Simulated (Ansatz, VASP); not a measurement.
Pt in VASP and in Ansatz

The input INCAR:

```
SYSTEM = Pt
PREC = Accurate ; ENCUT = 520
EDIFF = 1E-6 ; ISMEAR = 0
SIGMA = 0.02 ; LREAL = .FALSE.
LASPH = .TRUE. ; NELM = 60
ALGO = Normal ; ISIF = 2
LWAVE = .FALSE. ; LCHARG = .FALSE.
GGA = CA ; NBANDS = 11
```

Contents of KPOINTS:

```
regular mesh
0
G
  10 10 10
  0 0 0
```

POSCAR

```
Pt
1.0
    0.0000000000      1.9609000000      1.9609000000
    1.9609000000      0.0000000000      1.9609000000
    1.9609000000      1.9609000000      0.0000000000
Pt
1
Direct
    0.0000000000      0.0000000000      0.0000000000
```

Input for Ansatz:

```yaml
crystal:
  lattice:
    - [0.0, 1.9609, 1.9609]
    - [1.9609, 0.0, 1.9609]
    - [1.9609, 1.9609, 0.0]
  atoms:
    - { symbol: Pt, position: [0.0, 0.0, 0.0] }
accuracy: low
basis:
  ecutwfc: 639.467576780718
kpoints:
  mp_grid:
    grid: [10, 10, 10]
    shift: [0.0, 0.0, 0.0]
hamiltonian:
  xc: lda
scf:
  convergence:
    dr2_threshold: 1.0e-06
  mixing:
    algorithm: msr1
    preconditioner: none
  occupations:
    method: gaussian
    width: 0.02
output:
  stress: true
```

Alike in both runs: task single point; functional LDA; k mesh 10 × 10 × 10; occupations gaussian, width 0.02 eV; no spin polarisation.

```csv
,VASP,Ansatz
version,VASP 6.6.1,Ansatz 0.2.0
potentials or method,"VASP PAW LDA potentials, release 64 (Pt), cutoff 520 eV","plane waves, PAW"
valence electrons in the cell,10,18
```

Ansatz gave:

```
pressure (GPa) : -6.2
```

Question: What did VASP give for the same quantities?

Answer: Pressure (GPa): -5.5.

LDA's correlation is that of Perdew and Zunger in VASP and of Perdew and Wang (1992) in Ansatz. VASP's potentials hold 10 valence electrons a cell and Ansatz's 18, so a difference there can come from the potentials and not from the codes. Ansatz's warnings: stress scf threshold loose.

Spin-orbit coupling is off throughout.
